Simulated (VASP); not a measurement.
Wanted: the native input for a VASP 6.6.1 run.

| Quantity | Value |
| --- | --- |
| Task | single point |
| Functional | PBE |
| Dispersion | D3(BJ) |
| Potentials or basis | VASP PAW PBE potentials, release 64 (Mo_sv, S) |
| Cutoff | 520 eV |
| k mesh | 12 × 12 × 12 |
| Occupations | gaussian, width 0.05 eV |
| Spin | no spin polarisation |
| Dipole correction | no |
| Further INCAR settings | ALGO = Normal; EDIFF = 1e-07; NBANDS = 20 |

The structure of MoS2 lies in POSCAR:

```
MoS2
1.0
    1.5371500000      0.8874739663      6.8616000000
   -1.5371500000      0.8874739663      6.8616000000
    0.0000000000     -1.7749479326      6.8616000000
Mo S
1 2
Direct
    0.0000172156      0.0000172156      0.0000172156
    0.7535368444      0.7535368444      0.7535368444
    0.5797459400      0.5797459400      0.5797459400
```

One way to write it, as run:

INCAR

```
SYSTEM = MoS2
ALGO = Normal ; EDIFF = 1E-7
ENCUT = 520 ; GGA = PE
ISIF = 2 ; ISMEAR = 0
IVDW = 12 ; LASPH = .TRUE.
LCHARG = .FALSE. ; LREAL = .FALSE.
LWAVE = .FALSE. ; NBANDS = 20
NELM = 60 ; PREC = Accurate
SIGMA = 0.05
```

KPOINTS

```
k-points
0
G
  12 12 12
  0 0 0
```

Potentials or basis: VASP PAW PBE potentials, release 64 (Mo_sv, S).

Command:

```console
$ cat potpaw_PBE.64/Mo_sv/POTCAR potpaw_PBE.64/S/POTCAR > POTCAR
$ mpirun -np 1 vasp_std > vasp.out
```

Results of the run:

```yaml
Pressure: -11.7 GPa
Largest_force: 2.807 eV/Å
Band_gap_on_the_k_mesh: 0.81 eV (least direct gap 1.41 eV)
Dispersion_energy_per_atom: -0.404 eV
```

Caveat: the stress differs along the axes, from -31 to -2 GPa; forces of over 1 eV/Å act on the atoms, so gaps and moduli don't describe the material at rest.

Run time: 25 min on 1 thread of Intel Xeon 8259CL (shared host), peak memory 0.49 GiB.
